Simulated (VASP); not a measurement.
# PtSe2 (C2) in VASP: single point with PBE+D3(BJ)

Aim: the single point of PtSe2 with PBE+D3(BJ).

All numbers are computed with VASP 6.6.1; they aren't measurements. Logs are shortened: lines on timing, memory, paths and dates and some standing lists are left out, and cuts for length are marked.

## (1) The cell of the first run

It takes space group C2 (No. 5, monoclinic). The conventional cell has a = 6.532 Å, b = 3.772 Å, c = 4.822 Å, α = 90.00°, β = 90.00°, γ = 90.00°. Pt (site symmetry 2) has 6 Se at 2.40 to 2.66 Å within 3.2 Å. Se (site symmetry 1) has 3 Pt at 2.40 to 2.66 Å and 3 Se at 3.14 Å within 3.2 Å.

## (2) Single point, PBE+D3(BJ) (atoms displaced along a vibrational mode)

INCAR

```
SYSTEM = PtSe2
  PREC = Accurate
  ENCUT = 500
  EDIFF = 1E-6
  ISMEAR = 0
  SIGMA = 0.15
  LREAL = .FALSE.
  LASPH = .TRUE.
  NELM = 120
  ALGO = Normal
  ISIF = 2
  LWAVE = .FALSE.
  LCHARG = .FALSE.
  GGA = PE
  IVDW = 12
  NBANDS = 31
  GGA_COMPAT = .FALSE.
```

KPOINTS

```
regular mesh
0
G
  10 8 6
  0 0 0
```

POSCAR

```
PtSe2
1.0
   -3.7715031148      0.0000000000      0.0000000000
    0.0000000000      0.0000000000     -4.8219239346
    0.0000000000     -6.5324350157      0.0000000000
Pt Se
2 4
Direct
    0.0210371831      0.0000000000      0.0000000000
    0.5210371831      0.0000000000      0.5000000000
    0.4740156651      0.7344788903      0.1666666667
   -0.0259843349      0.7344788903      0.6666666667
   -0.0259843349      0.2655211097      0.3333333333
    0.4740156651      0.2655211097      0.8333333333
```

Potentials or basis: VASP PAW PBE potentials, release 64 (Pt, Se).

Run with:

```
$ cat potpaw_PBE.64/Pt/POTCAR potpaw_PBE.64/Se/POTCAR > POTCAR
$ mpirun -np 1 vasp_std > vasp.out
```

OUTCAR:

```text
SYSTEM = PtSe2
   PREC = Accurate
   ENCUT = 500
   EDIFF = 1E-6
   ISMEAR = 0
   LREAL = .FALSE.
   LASPH = .TRUE.
   NELM = 120
   ISIF = 2
   GGA = PE
   IVDW = 12
 IVDW          = 12

 ion  position               nearest neighbor table
   1  0.021  0.000  0.000-   3 2.40   6 2.40   5 2.53   4 2.53   3 2.66   6 2.66
   2  0.521  0.000  0.500-   4 2.40   5 2.40   3 2.53   6 2.53   4 2.66   5 2.66
   3  0.474  0.734  0.167-   1 2.40   2 2.53   1 2.66
   4  0.974  0.734  0.667-   2 2.40   1 2.53   2 2.66
   5  0.974  0.266  0.333-   2 2.40   1 2.53   2 2.66
   6  0.474  0.266  0.833-   1 2.40   2 2.53   1 2.66

  LATTYP: Found a simple orthorhombic cell.
 ALAT       =     3.7715031148
 B/A-ratio  =     1.2785151670
 C/A-ratio  =     1.7320508076

  Lattice vectors:

 A1 = (  -3.7715031148,   0.0000000000,   0.0000000000)
 A2 = (   0.0000000000,   0.0000000000,  -4.8219239346)
 A3 = (   0.0000000000,  -6.5324350157,   0.0000000000)

Analysis of symmetry for initial positions (statically):
=====================================================================
 Subroutine PRICEL returns following result:

  LATTYP: Found a hexagonal cell.
 ALAT       =     3.7715031148
 C/A-ratio  =     1.2785151670

  Lattice vectors:

 A1 = (  -1.8857515574,  -3.2662175078,   0.0000000000)
 A2 = (  -1.8857515574,   3.2662175078,   0.0000000000)
 A3 = (   0.0000000000,   0.0000000000,  -4.8219239346)

   2 primitive cells build up your supercell.

 Routine SETGRP: Setting up the symmetry group for a
 simple orthorhombic supercell.

 Subroutine GETGRP returns: Found  2 space group operations
 (whereof  2 operations were pure point group operations)
 out of a pool of  8 trial point group operations.

The static configuration has the point symmetry C_2 .

Analysis of symmetry for dynamics (positions and initial velocities):
=====================================================================
 Subroutine PRICEL returns following result:

  LATTYP: Found a hexagonal cell.
 ALAT       =     3.7715031148
 C/A-ratio  =     1.2785151670

  Lattice vectors:

 A1 = (  -1.8857515574,  -3.2662175078,   0.0000000000)
 A2 = (  -1.8857515574,   3.2662175078,   0.0000000000)
 A3 = (   0.0000000000,   0.0000000000,  -4.8219239346)

   2 primitive cells build up your supercell.

 Routine SETGRP: Setting up the symmetry group for a
 simple orthorhombic supercell.

 Subroutine GETGRP returns: Found  2 space group operations
 (whereof  2 operations were pure point group operations)
 out of a pool of  8 trial point group operations.

The dynamic configuration has the point symmetry C_2 .

 Subroutine INISYM returns: Found  2 space group operations
 (whereof  2 operations are pure point group operations),
 and found     2 'primitive' translations

----------------------------------------------------------------------------------------

                                     Primitive cell

  volume of cell :      59.3991

  direct lattice vectors                    reciprocal lattice vectors
    -1.885751557 -3.266217508  0.000000000    -0.265146274 -0.153082273  0.000000000
    -1.885751557  3.266217508  0.000000000    -0.265146274  0.153082273  0.000000000
     0.000000000  0.000000000 -4.821923935     0.000000000  0.000000000 -0.207386100

  length of vectors
     3.771503115  3.771503115  4.821923935     0.306164546  0.306164546  0.207386100

  position of ions in fractional coordinates (direct lattice)
     0.021037183  0.021037183  0.000000000
     0.640682332  0.307348998  0.734478890
     0.307348998  0.640682332  0.265521110

  ion indices of the primitive-cell ions
   primitive index   ion index
                 1           1
                 2           4
                 3           5

----------------------------------------------------------------------------------------

 KPOINTS: regular mesh

Automatic generation of k-mesh.
 Grid dimensions read from file:
 generate k-points for:   10    8    6

 Generating k-lattice:

  Cartesian coordinates                     Fractional coordinates (reciprocal lattice)
    -0.026514627  0.000000000  0.000000000     0.100000000  0.000000000  0.000000000
     0.000000000  0.000000000 -0.025923263     0.000000000  0.125000000  0.000000000
     0.000000000 -0.025513712  0.000000000     0.000000000  0.000000000  0.166666667

  Length of vectors
     0.026514627  0.025923263  0.025513712

  Shift w.r.t. Gamma in fractional coordinates (k-lattice)
     0.000000000  0.000000000  0.000000000

 Subroutine IBZKPT returns following result:
 ===========================================

 Found    156 irreducible k-points:

 Following reciprocal coordinates:
            Coordinates               Weight
  0.000000  0.000000  0.000000      1.000000
  0.100000  0.000000  0.000000      2.000000
  0.200000  0.000000  0.000000      2.000000
  0.300000  0.000000  0.000000      2.000000
  0.400000  0.000000  0.000000      2.000000
  0.500000  0.000000  0.000000      1.000000
[... 16 lines left out ...]
  0.400000  0.375000  0.000000      4.000000
  0.500000  0.375000  0.000000      2.000000
 [... further k-points ...]
   k-points           NKPTS =    156   k-points in BZ     NKDIM =    156   number of bands    NBANDS=     31
   number of dos      NEDOS =    301   number of ions     NIONS =      6
   total plane-waves  NPLWV =  48384
   dimension x,y,z NGX =    28 NGY =   36 NGZ =   48
   dimension x,y,z NGXF=    56 NGYF=   72 NGZF=   96
   ions per type =               2   4
   NGX,Y,Z   is equivalent  to a cutoff of  12.34, 12.41, 12.22 a.u.
   NGXF,Y,Z  is equivalent  to a cutoff of  24.68, 24.82, 24.43 a.u.
 SYSTEM =  PtSe2
   PREC   = accura    normal or accurate (medium, high low for compatibility)
   ISTART =      0    job   : 0-new  1-cont  2-samecut
   ICHARG =      2    charge: 1-file 2-atom 10-const
   ISPIN  =      1    spin polarized calculation?
   LNONCOLLINEAR =      F non collinear calculations
   LSORBIT =      F    spin-orbit coupling
   LASPH  =      T    aspherical Exc in radial PAW
   ENCUT  =  500.0 eV  36.75 Ry    6.06 a.u.   6.88  8.79 11.91*2*pi/ulx,y,z
   NELM   =    120;   NELMIN=  2; NELMDL= -5     # of ELM steps
   EDIFF  = 0.1E-05   stopping-criterion for ELM
   LREAL  =      F    real-space projection
   EDIFFG = 0.1E-04   stopping-criterion for IOM
   NSW    =      0    number of steps for IOM
   IBRION =     -1    ionic relax: 0-MD 1-quasi-New 2-CG
   NFREE  =      0    steps in history (QN), initial steepest desc. (CG)
   ISIF   =      2    stress and relaxation
   ISYM   =      2    0-nonsym 1-usesym 2-fastsym
   POTIM  = 0.5000    time-step for ionic-motion
   TEBEG  =    0.0;   TEEND  =   0.0 temperature during run
   PSTRESS=    0.0 pullay stress
   NELECT =      44.0000    total number of electrons
   NUPDOWN=      -1.0000    fix difference up-down
   EMIN   =  10.00;   EMAX   =-10.00  energy-range for DOS
   EFERMI =   0.00;   METHOD = LEGACY
   ISMEAR =     0;   SIGMA  =   0.15  broadening in eV -4-tet -1-fermi 0-gaus
   EFERMI_NEDOS =   21; number of points for ismear=-14 and -15
   IALGO  =     38    algorithm
   IMIX   =      4    mixing-type and parameters
     AMIX     =   0.40;   BMIX     =  1.00
     AMIX_MAG =   1.60;   BMIX_MAG =  1.00
  volume/ion in A,a.u.               =      19.80       133.61
  Fermi-wavevector in a.u.,A,eV,Ry     =   1.175680  2.221713 18.806288  1.382223
  Thomas-Fermi vector in A             =   2.312056
   LORBIT       =      0    0 simple, 1 ext, 2 COOP (PROOUT), +10 PAW based schemes
   GGA     = PE    functional components
   LHFCALC =     F    Hartree Fock is set to
   AEXX    =    0.0000 exact exchange contribution
   IVDW    =    12    specifies the selected vdW correction
   LEPSILON=     F    determine dielectric tensor
   LRPA    =     F    only Hartree local field effects (RPA)
 non-spin polarized calculation
 Gauss-broadening in eV      SIGMA  =   0.15
  energy-cutoff  :      500.00
  volume of cell :      118.80
 maximum number of plane-waves:      3052
   NGX = 13   NGY = 17   NGZ = 23

 number of electron      43.9999998 magnetization

 Free energy of the ion-electron system (eV)
  ---------------------------------------------------
  ext. energy  EPLUGINS =         0.00000000
  ---------------------------------------------------
  free energy    TOTEN  =       -27.94181797 eV

  energy without entropy =      -27.92419569  energy(sigma->0) =      -27.93300683

 E-fermi :   6.6761     XC(G=0): -10.8204

 val. band max:        6.6736320671   @ k =   0.1000   0.3750   0.5000
 cond. band min:       6.6779539858   @ k =  -0.2000   0.1250  -0.1667
 fundamental gap:      0.0043219187
 Fermi energy:         6.6761316525

 k-point     1 :       0.0000    0.0000    0.0000
  band No.  band energies     occupation
      1      -8.9703      2.00000
      2      -7.2084      2.00000
      3      -6.9256      2.00000
      4      -5.9192      2.00000
      5      -0.4291      2.00000
      6      -0.3806      2.00000
[... 23 lines left out ...]
     30      13.0943      0.00000
     31      13.7039      0.00000

 k-point     2 :       0.1000    0.0000    0.0000
  band No.  band energies     occupation
      1      -8.8902      2.00000
      2      -7.1840      2.00000
      3      -6.9065      2.00000
      4      -5.9651      2.00000
      5      -0.3364      2.00000
      6      -0.3295      2.00000
[... 23 lines left out ...]
     30      13.2444      0.00000
     31      13.7132      0.00000

 k-point     3 :       0.2000    0.0000    0.0000
  band No.  band energies     occupation
      1      -8.6579      2.00000
      2      -7.1125      2.00000
      3      -6.8763      2.00000
      4      -6.0916      2.00000
      5      -0.2454      2.00000
      6      -0.0462      2.00000
[... 23 lines left out ...]
     30      13.4496      0.00000
     31      13.5338      0.00000

 k-point     4 :       0.3000    0.0000    0.0000
  band No.  band energies     occupation
      1      -8.2994      2.00000
      2      -6.9987      2.00000
      3      -6.9088      2.00000
      4      -6.2709      2.00000
      5      -0.2356      2.00000
      6       0.3508      2.00000
[... 23 lines left out ...]
     30      14.2130      0.00000
     31      14.3382      0.00000

 k-point     5 :       0.4000    0.0000    0.0000
  band No.  band energies     occupation
      1      -7.8633      2.00000
      2      -7.0861      2.00000
      3      -6.8489      2.00000
      4      -6.4720      2.00000
      5      -0.2343      2.00000
      6       0.4962      2.00000
[... 23 lines left out ...]
     30      14.0800      0.00000
     31      14.1684      0.00000
[... 542 lines left out ...]
     30      13.1881      0.00000
     31      14.0155      0.00000

 k-point    22 :       0.3000    0.3750    0.0000
  band No.  band energies     occupation
      1      -7.7666      2.00000
      2      -6.9916      2.00000
      3      -6.9452      2.00000
      4      -6.8815      2.00000
      5       0.0279      2.00000
      6       0.1877      2.00000
[... 23 lines left out ...]
     30      14.1378      0.00000
     31      14.2212      0.00000

 k-point    23 :       0.4000    0.3750    0.0000
  band No.  band energies     occupation
      1      -7.4502      2.00000
      2      -6.9990      2.00000
      3      -6.9093      2.00000
      4      -6.8530      2.00000
      5       0.0290      2.00000
      6       0.0607      2.00000
[... 23 lines left out ...]
     30      13.9620      0.00000
     31      14.4279      0.00000

 k-point    24 :       0.5000    0.3750    0.0000
  band No.  band energies     occupation
      1      -7.1825      2.00000
      2      -7.1825      2.00000
      3      -6.8483      2.00000
      4      -6.8483      2.00000
      5      -0.1051      2.00000
      6      -0.1051      2.00000
[... 23 lines left out ...]
     30      13.3348      0.00000
     31      14.2599      0.00000

 [... further k-points ...]

------------------------ aborting loop because EDIFF is reached ----------------------------------------

 Edisp (eV)   -2.94101

 E8    (eV) :    -1.2637

  FORCE on cell =-STRESS in cart. coord.  units (eV):
  Direction    XX          YY          ZZ          XY          YZ          ZX
  --------------------------------------------------------------------------------------
  -------------------------------------------------------------------------------------
  Total       1.97368     1.11911     1.32429     0.00000    -1.09663     0.00000
  in kB      26.61819    15.09297    17.86013     0.00000   -14.78979     0.00000
  external pressure =       19.86 kB  Pullay stress =        0.00 kB

 VOLUME and BASIS-vectors are now :
 -----------------------------------------------------------------------------
  energy-cutoff  :      500.00
  volume of cell :      118.80
      direct lattice vectors                 reciprocal lattice vectors
    -3.771503115  0.000000000  0.000000000    -0.265146274  0.000000000  0.000000000
     0.000000000  0.000000000 -4.821923935     0.000000000  0.000000000 -0.207386100
     0.000000000 -6.532435016  0.000000000     0.000000000 -0.153082273  0.000000000

 POSITION                                       TOTAL-FORCE (eV/Angst)
 -----------------------------------------------------------------------------------
     -0.07934      0.00000      0.00000         2.590438      0.000000     -0.000000
     -1.96509     -3.26622      0.00000         2.590438      0.000000     -0.000000
     -1.78775     -1.08874     -3.54160        -1.295219     -0.200132      0.242042
     -3.67350     -4.35496     -3.54160        -1.295219     -0.200132      0.242042
     -3.67350     -2.17748     -1.28032        -1.295219      0.200132     -0.242042
     -1.78775     -5.44370     -1.28032        -1.295219      0.200132     -0.242042
 -----------------------------------------------------------------------------------
    total drift:                               -0.000163      0.000000      0.000000

  FREE ENERGIE OF THE ION-ELECTRON SYSTEM (eV)
  ---------------------------------------------------
  free  energy   TOTEN  =       -30.8828250143 eV

  energy  without entropy=      -30.8652027305  energy(sigma->0) =      -30.87401387
```

Wall time 8.9 min (1 thread of Oxide Virtual Turin-like, shared host); peak memory 0.52 GiB.

What came out:

```yaml
Free_energy: -30.8828 eV
Pressure: 2.0 GPa
Largest_force: 2.590 eV/Å
Band_gap_on_the_k_mesh: zero (bands 22 and 23 overlap by 0.40 eV)
Dispersion_energy_per_atom: -0.490 eV
```

Forces in eV/Å, atoms in the order of the input:
```
Pt   2.590  0.000  0.000
Pt   2.590  0.000  0.000
Se  -1.295 -0.200  0.242
Se  -1.295 -0.200  0.242
Se  -1.295  0.200 -0.242
Se  -1.295  0.200 -0.242
```

Levels at points of the mesh, in eV from the Fermi level:
```tsv
k point	band 20	band 21	band 22	band 23	band 24	band 25
(0.00, 0.00, 0.00)	-0.78	-0.67	0.36	0.53	1.04	1.39
(0.50, 0.00, 0.00)	-2.52	-0.74	-0.74	0.25	0.25	0.88
(0.00, 0.50, 0.00)	-1.46	-1.32	-1.00	0.43	1.41	2.20
(0.50, 0.50, 0.00)	-2.65	-2.04	-2.04	1.76	1.76	2.08
(0.00, 0.00, 0.50)	-1.64	-1.34	-1.34	1.56	1.56	1.73
(0.50, 0.00, 0.50)	-3.14	-2.76	-2.76	0.53	0.53	2.49
(0.00, 0.50, 0.50)	-1.25	-1.06	-1.06	0.64	0.64	0.98
(0.50, 0.50, 0.50)	-2.34	-1.02	-1.02	0.62	0.62	1.53
```

Caveat: the cell differs from its parent crystal (atoms displaced along a vibrational mode); spin-orbit coupling is left out, which moves the levels of the heavy elements; forces of over 1 eV/Å act on the atoms, so gaps and moduli don't describe the material at rest.
